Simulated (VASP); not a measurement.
# HgTe (Coloradoite) (F-43m) in VASP: a series of runs, part 2 of 2

VASP 6.6.1. Earlier steps stand in the parts before.

## (5) Single point, PBE+D3(BJ)

This run uses another cell than the first one, of 35.21 Å³/atom, 1.060 times its volume.

The input, INCAR:

```
PREC     = Accurate       # precision mode
ENCUT    = 520            # plane-wave cutoff, eV
EDIFF    = 1E-7           # SCF threshold, eV
ISMEAR   = -1             # smearing method
SIGMA    = 0.05           # smearing width, eV
LREAL    = F              # projectors in reciprocal space
LASPH    = T              # aspherical terms in the spheres
NELM     = 60             # most SCF steps
ALGO     = Normal         # electronic algorithm
ISIF     = 2              # what is computed and relaxed
LWAVE    = F              # write WAVECAR
LCHARG   = F              # write CHGCAR
GGA      = PE             # functional
IVDW     = 12             # dispersion correction
NBANDS   = 16             # bands
```

The input, KPOINTS:

```
regular mesh
0
Gamma
  7 7 7
```

The input, POSCAR:

```
HgTe
1.0
    0.0000000000      3.2775454177      3.2775454177
    3.2775454177      0.0000000000      3.2775454177
    3.2775454177      3.2775454177      0.0000000000
Hg Te
1 1
Direct
    0.0000000000      0.0000000000      0.0000000000
    0.7500000000      0.7500000000      0.7500000000
```

Potentials or basis: VASP PAW PBE potentials, release 64 (Hg, Te).

The run is started by

```
$ cat potpaw_PBE.64/Hg/POTCAR potpaw_PBE.64/Te/POTCAR > POTCAR
$ mpirun -np 1 vasp_std > vasp.out
```

OUTCAR:

```text
PREC = Accurate
   ENCUT = 520
   EDIFF = 1E-7
   ISMEAR = -1
   LREAL = F
   LASPH = T
   NELM = 60
   ISIF = 2
   GGA = PE
   IVDW = 12
 IVDW          = 12

 ion  position               nearest neighbor table
   1  0.000  0.000  0.000-   2 2.84   2 2.84   2 2.84   2 2.84
   2  0.750  0.750  0.750-   1 2.84   1 2.84   1 2.84   1 2.84

  LATTYP: Found a face centered cubic cell.
 ALAT       =     6.5550908354

  Lattice vectors:

 A1 = (   0.0000000000,   3.2775454177,   3.2775454177)
 A2 = (   3.2775454177,   0.0000000000,   3.2775454177)
 A3 = (   3.2775454177,   3.2775454177,   0.0000000000)

Analysis of symmetry for initial positions (statically):
=====================================================================
 Subroutine PRICEL returns:
 Original cell was already a primitive cell.

 Routine SETGRP: Setting up the symmetry group for a
 face centered cubic supercell.

 Subroutine GETGRP returns: Found 24 space group operations
 (whereof 24 operations were pure point group operations)
 out of a pool of 48 trial point group operations.

The static configuration has the point symmetry T_d .

[... 152 lines left out ...]
  energy without entropy =       -3.62941866  energy(sigma->0) =       -3.62979588

 E-fermi :   2.7083     XC(G=0):  -8.5516

 val. band max:        2.6637520564   @ k =   0.0000   0.0000   0.0000
 cond. band min:       3.3500094625   @ k =   0.1429   0.0000   0.0000
 fundamental gap:      0.6862574061
 Fermi energy:         2.7082659719

 k-point     1 :       0.0000    0.0000    0.0000
  band No.  band energies     occupation
      1      -9.0298      2.00000
      2      -4.4549      2.00000
      3      -4.4549      2.00000
      4      -4.4549      2.00000
      5      -3.9749      2.00000
      6      -3.9749      2.00000
[... 357 lines left out ...]
      3      -4.2183      2.00000
      4      -4.0335      2.00000
      5      -3.9826      2.00000
      6      -3.4735      2.00000
[... 8 lines left out ...]
     15      12.6629      0.00000
     16      14.3000      0.00000

------------------------ aborting loop because EDIFF is reached ----------------------------------------

 Edisp (eV)   -0.68587

 E8    (eV) :    -0.3105

  FORCE on cell =-STRESS in cart. coord.  units (eV):
  Direction    XX          YY          ZZ          XY          YZ          ZX
  --------------------------------------------------------------------------------------
  -------------------------------------------------------------------------------------
  Total      -0.03940    -0.03940    -0.03940     0.00000     0.00000     0.00000
  in kB      -0.89647    -0.89647    -0.89647     0.00000     0.00000     0.00000
  external pressure =       -0.90 kB  Pullay stress =        0.00 kB

 VOLUME and BASIS-vectors are now :
 -----------------------------------------------------------------------------
  energy-cutoff  :      520.00
  volume of cell :       70.42
      direct lattice vectors                 reciprocal lattice vectors
     0.000000000  3.277545418  3.277545418    -0.152553187  0.152553187  0.152553187
     3.277545418  0.000000000  3.277545418     0.152553187 -0.152553187  0.152553187
     3.277545418  3.277545418  0.000000000     0.152553187  0.152553187 -0.152553187

 POSITION                                       TOTAL-FORCE (eV/Angst)
 -----------------------------------------------------------------------------------
      0.00000      0.00000      0.00000        -0.000000     -0.000000     -0.000000
      4.91632      4.91632      4.91632         0.000000      0.000000      0.000000
 -----------------------------------------------------------------------------------
    total drift:                                0.000000      0.000000      0.000000

  FREE ENERGIE OF THE ION-ELECTRON SYSTEM (eV)
  ---------------------------------------------------
  free  energy   TOTEN  =        -4.3160383158 eV

  energy  without entropy=       -4.3152838932  energy(sigma->0) =       -4.31566110
```

stdout:

```text
POSCAR found type information on POSCAR HgTe
 POSCAR found :  2 types and       2 ions
 scaLAPACK will be used
 LDA part: xc-table for (Slater+PW92), standard interpolation
 POSCAR, INCAR and KPOINTS ok, starting setup
 FFT: planning ... GRIDC
 FFT: planning ... GRID_SOFT
 FFT: planning ... GRID
 WAVECAR not read
 entering main loop
```

It took 12 s on 1 thread of Intel Xeon 6975P-C (Granite Rapids), shared host; peak memory 0.21 GiB.

Results:

```
Free energy                : -4.3160 eV
Pressure                   : -0.1 GPa
Band gap on the k mesh     : zero (filled and empty bands touch)
Dispersion energy per atom : -0.343 eV
```

Caveat: spin-orbit coupling is left out, which moves the levels of the heavy elements; pairwise dispersion overbinds metals, which lowers pressure and volume.

## (6) Single point, BLYP

This run uses another cell than the first one, of 35.21 Å³/atom, 1.060 times its volume.

The input, INCAR:

```
PREC = Accurate
ENCUT = 520
EDIFF = 1E-6
ISMEAR = -1
SIGMA = 0.05
LREAL = F
LASPH = T
NELM = 100
ALGO = Normal
ISIF = 2
LWAVE = F
LCHARG = T
GGA = B5
ALDAX = 1.0
AGGAX = 1.0
AGGAC = 1.0
ALDAC = 0.0
LELF = T
LVHAR = T
NBANDS = 16
```

The input, KPOINTS:

```
Automatic mesh
0
Gamma
  7 7 7
```

POSCAR is that of step 5.

Potentials or basis: VASP PAW PBE potentials, release 64 (Hg, Te).

The run is started by

```
$ cat potpaw_PBE.64/Hg/POTCAR potpaw_PBE.64/Te/POTCAR > POTCAR
$ mpirun -np 1 vasp_std > vasp.out
```

Wall time 19 s (1 thread of Intel Xeon 6975P-C (Granite Rapids), shared host); peak memory 0.21 GiB.

The run converged. Its results:

| Item | Value |
| --- | --- |
| Free energy | -2.5764 eV |
| Pressure | 4.9 GPa |
| Band gap on the k mesh | zero (filled and empty bands touch) |

Levels at points of the mesh, in eV from the Fermi level:
| k point | band 7 | band 8 | band 9 | band 10 | band 11 | band 12 |
| --- | --- | --- | --- | --- | --- | --- |
| (0.00, 0.00, 0.00) | -0.94 | -0.04 | -0.04 | -0.04 | 4.28 | 4.28 |

Caveat: the PAW data sets were made with another functional, which shifts forces and pressure a little; spin-orbit coupling is left out, which moves the levels of the heavy elements.

## (7) The runs side by side

```csv
task,level,cell,cutoff (eV),gap on the mesh (eV),pressure (GPa)
relaxation of cell and atoms,RPBE+D4,"relaxed from a = 4.546 Å, angles 60.0°, 2 atoms",600,none,0.0
single point,BLYP,"a = 4.576 Å, angles 60.0°, 2 atoms",520,none,7.0
single point,BLYP,"a = 4.606 Å, angles 60.0°, 2 atoms",520,none,5.9
single point,PBE+D3(BJ),"a = 4.635 Å, angles 60.0°, 2 atoms",520,none,-0.1
single point,BLYP,"a = 4.635 Å, angles 60.0°, 2 atoms",520,none,4.9
```

Alike in all rows: potentials or basis VASP PAW PBE potentials, release 64 (Hg, Te); no spin polarisation; k mesh 7 × 7 × 7; smearing fermi-dirac 0.05 eV.

Caveats: spin-orbit coupling is left out, which moves the levels of the heavy elements; the PAW data sets were made with another functional, which shifts forces and pressure a little (some runs); pairwise dispersion overbinds metals, which lowers pressure and volume (some runs).

Total energies depend on the potentials used, so only differences within one code and one set of settings carry meaning.
